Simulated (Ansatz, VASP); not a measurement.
## PtS2 in VASP and in Ansatz

Contents of INCAR:

```
PREC = Accurate ; ENCUT = 520
EDIFF = 1E-6 ; ISMEAR = 0
SIGMA = 0.03 ; LREAL = False
LASPH = True ; NELM = 100
ALGO = Normal ; ISIF = 2
LWAVE = False ; LCHARG = True
GGA = PE ; IVDW = 12
LELF = True ; LVHAR = True
NBANDS = 18
```

KPOINTS

```
regular mesh
0
Gamma
  12 12 8
```

Contents of POSCAR:

```
PtS2
1.0
    3.5832742325      0.0000000000      0.0000000000
   -1.7916371163      3.1032065141      0.0000000000
    0.0000000000      0.0000000000      4.6628322088
Pt S
1 2
Direct
    0.0000000000      0.0000000000      0.0000000000
    0.3333333333      0.6666666667      0.2587415406
    0.6666666667      0.3333333333      0.7412584594
```

Input for Ansatz:

```yaml
crystal:
  lattice:
    - [3.5832742325, 0.0, 0.0]
    - [-1.7916371163, 3.1032065141, 0.0]
    - [0.0, 0.0, 4.6628322088]
  atoms:
    - { symbol: Pt, position: [0.0, 0.0, 0.0] }
    - { symbol: S, position: [0.3333333333, 0.6666666667, 0.2587415406] }
    - { symbol: S, position: [0.6666666667, 0.3333333333, 0.7412584594] }
basis:
  ecutwfc: 420
kpoints:
  mp_grid: { grid: [12, 12, 8] }
hamiltonian:
  xc: pbe
  pseudopotentials: { kind: paw, azcp: { folder: soft_1 } }
  dispersion: d3bj
scf:
  occupations: { method: gaussian, width: 0.03 }
output:
  forces: true
  stress: true
  eigenvalues: true
```

Alike in both runs: task single point; functional PBE; dispersion D3(BJ); k mesh 12 × 12 × 8; occupations gaussian, width 0.03 eV; no spin polarisation.

|  | VASP | Ansatz |
| --- | --- | --- |
| version | VASP 6.6.1 | Ansatz 0.2.0 |
| potentials or method | VASP PAW PBE potentials, release 64 (Pt, S), cutoff 520 eV | scalar-relativistic, plane waves, PAW |
| valence electrons in the cell | 22 | 30 |

|  | VASP | Ansatz | Ansatz less VASP |
| --- | --- | --- | --- |
| gap on the k mesh at the Fermi level (eV) | 0.07 | 0.05 | -0.013 |
| least direct gap on the mesh (eV) | 0.69 | 0.69 | -0.007 |
| pressure (GPa) | -0.5 | 0.0 | +0.46 |
| traceless stress, the component that is largest in VASP (GPa) | 0.16 | 0.00 | -0.162 |
| rms of the force components (eV/Å) | 0.021 | 0.001 | -0.0195 |

Atom by atom the forces differ by 0.019 eV/Å (rms over components). VASP's potentials hold 22 valence electrons a cell and Ansatz's 30, so a difference there can come from the potentials and not from the codes.

Spin-orbit coupling is off throughout.
